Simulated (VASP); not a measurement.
# NbP (I4_1md) in VASP: notebook

Runs on NbP. Level: PBE. Tasks: single point.

All numbers are computed with VASP 6.6.1; they aren't measurements. Logs are shortened: lines on timing, memory, paths and dates and some standing lists are left out, and cuts for length are marked.

## 1. The cell of the first run

Symmetry: I4_1md, No. 109, tetragonal system. The conventional cell has a = 3.280 Å, b = 3.280 Å, c = 11.657 Å, α = 90.00°, β = 90.00°, γ = 90.00°. Within 3.4 Å of Nb (site symmetry 2mm) lie 6 P at 2.52 to 2.53 Å and 8 Nb at 3.28 to 3.34 Å. Within 3.4 Å of P (site symmetry 2mm) lie 6 Nb at 2.52 to 2.53 Å and 8 P at 3.28 to 3.34 Å.

## 2. Single point, PBE (biaxial strain in the a-b plane: -2.0 %, then relaxed in part)

INCAR

```
PREC = Accurate ; ENCUT = 520
EDIFF = 1E-7 ; ISMEAR = 0
SIGMA = 0.1 ; LREAL = False
LASPH = True ; NELM = 100
ALGO = Normal ; ISIF = 2
LWAVE = False ; LCHARG = False
GGA = PE ; NBANDS = 46
```

KPOINTS

```
Automatic mesh
0
Gamma
  10 10 4
```

POSCAR

```
NbP
1.0
    3.2801059084      0.0000000000      0.0000000000
    0.0000000000      3.2801059084      0.0000000000
    0.0000000000      0.0000000000     11.6573214767
Nb P
4 4
Direct
    0.5000000000      0.5000000000     -0.0009407074
    0.0000000000      0.5000000000      0.7490592926
    0.0000000000      0.0000000000      0.4990592926
    0.5000000000      0.0000000000      0.2490592926
    0.0000000000      0.0000000000      0.0835692824
    0.5000000000      0.0000000000      0.8335692824
    0.5000000000      0.5000000000      0.5835692824
    0.0000000000      0.5000000000      0.3335692824
```

Potentials or basis: VASP PAW PBE potentials, release 64 (Nb_sv, P).

The run is started by

```console
cat potpaw_PBE.64/Nb_sv/POTCAR potpaw_PBE.64/P/POTCAR > POTCAR
mpirun -np 1 vasp_std > vasp.out
```

OUTCAR:

```text
PREC = Accurate
   ENCUT = 520
   EDIFF = 1E-7
   ISMEAR = 0
   LREAL = False
   LASPH = True
   NELM = 100
   ISIF = 2
   GGA = PE

 ion  position               nearest neighbor table
   1  0.500  0.500  0.999-   5 2.52   5 2.52   5 2.52   5 2.52   6 2.53   6 2.53
   2  0.000  0.500  0.749-   6 2.52   6 2.52   6 2.52   6 2.52   7 2.53   7 2.53
   3  0.000  0.000  0.499-   7 2.52   7 2.52   7 2.52   7 2.52   8 2.53   8 2.53
   4  0.500  0.000  0.249-   8 2.52   8 2.52   8 2.52   8 2.52   5 2.53   5 2.53
   5  0.000  0.000  0.084-   1 2.52   1 2.52   1 2.52   1 2.52   4 2.53   4 2.53
   6  0.500  0.000  0.834-   2 2.52   2 2.52   2 2.52   2 2.52   1 2.53   1 2.53
   7  0.500  0.500  0.584-   3 2.52   3 2.52   3 2.52   3 2.52   2 2.53   2 2.53
   8  0.000  0.500  0.334-   4 2.52   4 2.52   4 2.52   4 2.52   3 2.53   3 2.53

  LATTYP: Found a simple tetragonal cell.
 ALAT       =     3.2801059084
 C/A-ratio  =     3.5539466719

  Lattice vectors:

 A1 = (   3.2801059084,   0.0000000000,   0.0000000000)
 A2 = (   0.0000000000,   3.2801059084,   0.0000000000)
 A3 = (   0.0000000000,   0.0000000000,  11.6573214767)

Analysis of symmetry for initial positions (statically):
=====================================================================
 Subroutine PRICEL returns following result:

  LATTYP: Found a body centered tetragonal cell.
 ALAT       =     3.2801059084
 C/A-ratio  =     3.5539466719

  Lattice vectors:

 A1 = (  -1.6400529542,   1.6400529542,   5.8286607383)
 A2 = (   1.6400529542,  -1.6400529542,   5.8286607383)
 A3 = (   1.6400529542,   1.6400529542,  -5.8286607383)

   2 primitive cells build up your supercell.

 Routine SETGRP: Setting up the symmetry group for a
 simple tetragonal supercell.

 Subroutine GETGRP returns: Found  8 space group operations
 (whereof  4 operations were pure point group operations)
 out of a pool of 16 trial point group operations.

The static configuration has the point symmetry C_2v.
 The point group associated with its full space group is C_4v.

Analysis of symmetry for dynamics (positions and initial velocities):
=====================================================================
 Subroutine PRICEL returns following result:

  LATTYP: Found a body centered tetragonal cell.
 ALAT       =     3.2801059084
 C/A-ratio  =     3.5539466719

  Lattice vectors:

 A1 = (  -1.6400529542,   1.6400529542,   5.8286607383)
 A2 = (   1.6400529542,  -1.6400529542,   5.8286607383)
 A3 = (   1.6400529542,   1.6400529542,  -5.8286607383)

   2 primitive cells build up your supercell.

 Routine SETGRP: Setting up the symmetry group for a
 simple tetragonal supercell.

 Subroutine GETGRP returns: Found  8 space group operations
 (whereof  4 operations were pure point group operations)
 out of a pool of 16 trial point group operations.

The dynamic configuration has the point symmetry C_2v.
 The point group associated with its full space group is C_4v.

 Subroutine INISYM returns: Found  8 space group operations
 (whereof  4 operations are pure point group operations),
 and found     2 'primitive' translations

----------------------------------------------------------------------------------------

                                     Primitive cell

  volume of cell :      62.7111

  direct lattice vectors                    reciprocal lattice vectors
    -1.640052954  1.640052954  5.828660738    -0.000000000  0.304868205  0.085782999
     1.640052954 -1.640052954  5.828660738     0.304868205  0.000000000  0.085782999
     1.640052954  1.640052954 -5.828660738     0.304868205  0.304868205 -0.000000000

  length of vectors
     6.273183672  6.273183672  6.273183672     0.316707034  0.316707034  0.431148750

  position of ions in fractional coordinates (direct lattice)
     0.499059293  0.499059293  1.000000000
     0.249059293  0.749059293  0.500000000
     0.083569282  0.083569282  1.000000000
     0.833569282  0.333569282  0.500000000

  ion indices of the primitive-cell ions
   primitive index   ion index
                 1           1
                 2           2
                 3           7
                 4           6

----------------------------------------------------------------------------------------

 KPOINTS: Automatic mesh

Automatic generation of k-mesh.
 Grid dimensions read from file:
 generate k-points for:   10   10    4

 Generating k-lattice:

  Cartesian coordinates                     Fractional coordinates (reciprocal lattice)
     0.030486820  0.000000000  0.000000000     0.100000000  0.000000000  0.000000000
     0.000000000  0.030486820  0.000000000     0.000000000  0.100000000  0.000000000
     0.000000000  0.000000000  0.021445750     0.000000000  0.000000000  0.250000000

  Length of vectors
     0.030486820  0.030486820  0.021445750

  Shift w.r.t. Gamma in fractional coordinates (k-lattice)
     0.000000000  0.000000000  0.000000000

 Subroutine IBZKPT returns following result:
 ===========================================

 Found     63 irreducible k-points:

 Following reciprocal coordinates:
            Coordinates               Weight
  0.000000  0.000000  0.000000      1.000000
  0.100000  0.000000  0.000000      4.000000
  0.200000  0.000000  0.000000      4.000000
  0.300000  0.000000  0.000000      4.000000
  0.400000  0.000000  0.000000      4.000000
  0.500000  0.000000  0.000000      2.000000
[... 16 lines left out ...]
  0.100000  0.000000  0.250000      8.000000
  0.200000  0.000000  0.250000      8.000000
 [... further k-points ...]
   k-points           NKPTS =     63   k-points in BZ     NKDIM =     63   number of bands    NBANDS=     46
   number of dos      NEDOS =    301   number of ions     NIONS =      8
   total plane-waves  NPLWV =  51840
   dimension x,y,z NGX =    24 NGY =   24 NGZ =   90
   dimension x,y,z NGXF=    48 NGYF=   48 NGZF=  180
   ions per type =               4   4
   NGX,Y,Z   is equivalent  to a cutoff of  12.16, 12.16, 12.83 a.u.
   NGXF,Y,Z  is equivalent  to a cutoff of  24.33, 24.33, 25.67 a.u.
 SYSTEM =  unknown system
   PREC   = accura    normal or accurate (medium, high low for compatibility)
   ISTART =      0    job   : 0-new  1-cont  2-samecut
   ICHARG =      2    charge: 1-file 2-atom 10-const
   ISPIN  =      1    spin polarized calculation?
   LNONCOLLINEAR =      F non collinear calculations
   LSORBIT =      F    spin-orbit coupling
   LASPH  =      T    aspherical Exc in radial PAW
   ENCUT  =  520.0 eV  38.22 Ry    6.18 a.u.   6.10  6.10 21.67*2*pi/ulx,y,z
   NELM   =    100;   NELMIN=  2; NELMDL= -5     # of ELM steps
   EDIFF  = 0.1E-06   stopping-criterion for ELM
   LREAL  =      F    real-space projection
   EDIFFG = 0.1E-05   stopping-criterion for IOM
   NSW    =      0    number of steps for IOM
   IBRION =     -1    ionic relax: 0-MD 1-quasi-New 2-CG
   NFREE  =      0    steps in history (QN), initial steepest desc. (CG)
   ISIF   =      2    stress and relaxation
   ISYM   =      2    0-nonsym 1-usesym 2-fastsym
   POTIM  = 0.5000    time-step for ionic-motion
   TEBEG  =    0.0;   TEEND  =   0.0 temperature during run
   PSTRESS=    0.0 pullay stress
   NELECT =      72.0000    total number of electrons
   NUPDOWN=      -1.0000    fix difference up-down
   EMIN   =  10.00;   EMAX   =-10.00  energy-range for DOS
   EFERMI =   0.00;   METHOD = LEGACY
   ISMEAR =     0;   SIGMA  =   0.10  broadening in eV -4-tet -1-fermi 0-gaus
   EFERMI_NEDOS =   21; number of points for ismear=-14 and -15
   IALGO  =     38    algorithm
   IMIX   =      4    mixing-type and parameters
     AMIX     =   0.40;   BMIX     =  1.00
     AMIX_MAG =   1.60;   BMIX_MAG =  1.00
  volume/ion in A,a.u.               =      15.68       105.80
  Fermi-wavevector in a.u.,A,eV,Ry     =   1.360591  2.571144 25.187201  1.851207
  Thomas-Fermi vector in A             =   2.487240
   LORBIT       =      0    0 simple, 1 ext, 2 COOP (PROOUT), +10 PAW based schemes
   GGA     = PE    functional components
   LHFCALC =     F    Hartree Fock is set to
   AEXX    =    0.0000 exact exchange contribution
   IVDW    =     0    specifies the selected vdW correction
   LEPSILON=     F    determine dielectric tensor
   LRPA    =     F    only Hartree local field effects (RPA)
 non-spin polarized calculation
 Gauss-broadening in eV      SIGMA  =   0.10
  energy-cutoff  :      520.00
  volume of cell :      125.42
 maximum number of plane-waves:      3448
   NGX = 13   NGY = 13   NGZ = 43

 number of electron      71.9999994 magnetization

 Free energy of the ion-electron system (eV)
  ---------------------------------------------------
  ext. energy  EPLUGINS =         0.00000000
  ---------------------------------------------------
  free energy    TOTEN  =       -70.52033558 eV

  energy without entropy =      -70.51299267  energy(sigma->0) =      -70.51666412

 E-fermi :  10.9340     XC(G=0): -12.1139

 val. band max:       10.9215557165   @ k =   0.2000   0.0000   0.2500
 cond. band min:      10.9571826999   @ k =   0.5000   0.0000   0.0000
 fundamental gap:      0.0356269834
 Fermi energy:        10.9340321275

 k-point     1 :       0.0000    0.0000    0.0000
  band No.  band energies     occupation
      1     -43.9649      2.00000
      2     -43.9475      2.00000
      3     -43.9475      2.00000
      4     -43.9300      2.00000
      5     -20.2654      2.00000
      6     -20.0790      2.00000
[... 38 lines left out ...]
     45      14.3295      0.00000
     46      14.3562      0.00000

 k-point     2 :       0.1000    0.0000    0.0000
  band No.  band energies     occupation
      1     -43.9623      2.00000
      2     -43.9457      2.00000
      3     -43.9449      2.00000
      4     -43.9283      2.00000
      5     -20.2573      2.00000
      6     -20.0915      2.00000
[... 38 lines left out ...]
     45      14.4612      0.00000
     46      14.4956      0.00000

 k-point     3 :       0.2000    0.0000    0.0000
  band No.  band energies     occupation
      1     -43.9553      2.00000
      2     -43.9412      2.00000
      3     -43.9381      2.00000
      4     -43.9240      2.00000
      5     -20.2384      2.00000
      6     -20.1557      2.00000
[... 38 lines left out ...]
     45      14.1171      0.00000
     46      14.2737      0.00000

 k-point     4 :       0.3000    0.0000    0.0000
  band No.  band energies     occupation
      1     -43.9463      2.00000
      2     -43.9360      2.00000
      3     -43.9293      2.00000
      4     -43.9190      2.00000
      5     -20.2555      2.00000
      6     -20.2515      2.00000
[... 920 lines left out ...]
     45      14.1160      0.00000
     46      14.1352      0.00000

 k-point    23 :       0.1000    0.0000    0.2500
  band No.  band energies     occupation
      1     -43.9610      2.00000
      2     -43.9518      2.00000
      3     -43.9388      2.00000
      4     -43.9296      2.00000
      5     -20.2439      2.00000
      6     -20.1486      2.00000
[... 38 lines left out ...]
     45      14.3505      0.00000
     46      14.4604      0.00000

 k-point    24 :       0.2000    0.0000    0.2500
  band No.  band energies     occupation
      1     -43.9541      2.00000
      2     -43.9458      2.00000
      3     -43.9335      2.00000
      4     -43.9252      2.00000
      5     -20.2272      2.00000
      6     -20.1650      2.00000
[... 38 lines left out ...]
     45      14.1563      0.00000
     46      14.4764      0.00000

 [... further k-points ...]

------------------------ aborting loop because EDIFF is reached ----------------------------------------

  FORCE on cell =-STRESS in cart. coord.  units (eV):
  Direction    XX          YY          ZZ          XY          YZ          ZX
  --------------------------------------------------------------------------------------
  -------------------------------------------------------------------------------------
  Total        5.5246873      5.5246873     -0.3094583      0.0000000      0.0000000      0.0000000
  in kB       70.5738443     70.5738443     -3.9531032      0.0000000      0.0000000      0.0000000
  external PRESSURE =      45.7315284 kB  Pullay stress =       0.0000000 kB

 VOLUME and BASIS-vectors are now :
 -----------------------------------------------------------------------------
  energy-cutoff  :      520.00
  volume of cell :      125.42
      direct lattice vectors                 reciprocal lattice vectors
     3.280105908  0.000000000  0.000000000     0.304868205  0.000000000  0.000000000
     0.000000000  3.280105908  0.000000000     0.000000000  0.304868205  0.000000000
     0.000000000  0.000000000 11.657321477     0.000000000  0.000000000  0.085782999

 POSITION                                       TOTAL-FORCE (eV/Angst)
 -----------------------------------------------------------------------------------
      1.64005      1.64005     11.64636        -0.000000      0.000000      0.000030
      0.00000      1.64005      8.73202        -0.000000     -0.000000      0.000030
      0.00000      0.00000      5.81769        -0.000000     -0.000000      0.000030
      1.64005      0.00000      2.90336         0.000000     -0.000000      0.000030
      0.00000      0.00000      0.97419        -0.000000      0.000000     -0.000030
      1.64005      0.00000      9.71719         0.000000      0.000000     -0.000030
      1.64005      1.64005      6.80285        -0.000000      0.000000     -0.000030
      0.00000      1.64005      3.88852        -0.000000      0.000000     -0.000030
 -----------------------------------------------------------------------------------
    total drift:                                0.000000     -0.000000     -0.000574

  FREE ENERGIE OF THE ION-ELECTRON SYSTEM (eV)
  ---------------------------------------------------
  free  energy   TOTEN  =       -70.5203355794 eV

  energy  without entropy=      -70.5129926675  energy(sigma->0) =      -70.51666412
```

Wall time 3.8 min (1 thread of AMD EPYC 9R45 (Zen 5), shared host); peak memory 0.36 GiB.

What came out:

- Free energy: -70.5203 eV
- Pressure: 4.6 GPa
- Band gap on the k mesh: zero (bands 36 and 37 overlap by 0.19 eV)

Stress tensor (GPa, compression positive):
```
 7.06  0.00  0.00
 0.00  7.06  0.00
 0.00  0.00 -0.40
```

Caveat: the cell differs from its parent crystal (biaxial strain in the a-b plane: -2.0 %, then relaxed in part); the stress differs along the axes, from -0 to 7 GPa.

(Continued in part 2 of 2.)

The gap in the log of VASP goes by the Fermi energy; the results here count the filled bands.